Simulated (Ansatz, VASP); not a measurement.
**KI: VASP beside Ansatz**

```
K I
1.0
     0.00000    3.38357    3.24259
     3.38357    0.00000    3.24259
     3.38357    3.38357    0.00000
K I
1 1
Direct
  0.00000 0.00000 0.00000
  0.50000 0.50000 0.50000
```

Change from the starting cell: strain -0.040 along x and y, -0.080 along z, atoms carried along.

Alike in both runs: task single point; functional r2SCAN; k mesh 6 × 6 × 6; occupations gaussian, width 0.05 eV; no spin polarisation.

|  | VASP | Ansatz |
| --- | --- | --- |
| version | VASP 6.6.1 | Ansatz 0.2.0 |
| potentials or method | VASP PAW PBE potentials, release 64 (K_sv, I), cutoff 520 eV | scalar-relativistic, plane waves, PAW |
| valence electrons in the cell | 16 | 26 |

Ansatz gave:

| Property | Result |
| --- | --- |
| gap on the k mesh at the Fermi level (eV) | 4.95 |
| least direct gap on the mesh (eV) | 5.06 |
| pressure (GPa) | 3.7 |
| traceless stress, the component that is largest in VASP (GPa) | 1.95 |

Q: What did VASP give for the same quantities?

A: gap on the k mesh at the Fermi level (eV): 4.94; least direct gap on the mesh (eV): 5.06; pressure (GPa): 3.7; traceless stress, the component that is largest in VASP (GPa): 1.96.

VASP's potentials were made for PBE, not for r2SCAN. VASP's potentials hold 16 valence electrons a cell and Ansatz's 26, so a difference there can come from the potentials and not from the codes.

Neither program's run includes spin-orbit coupling.
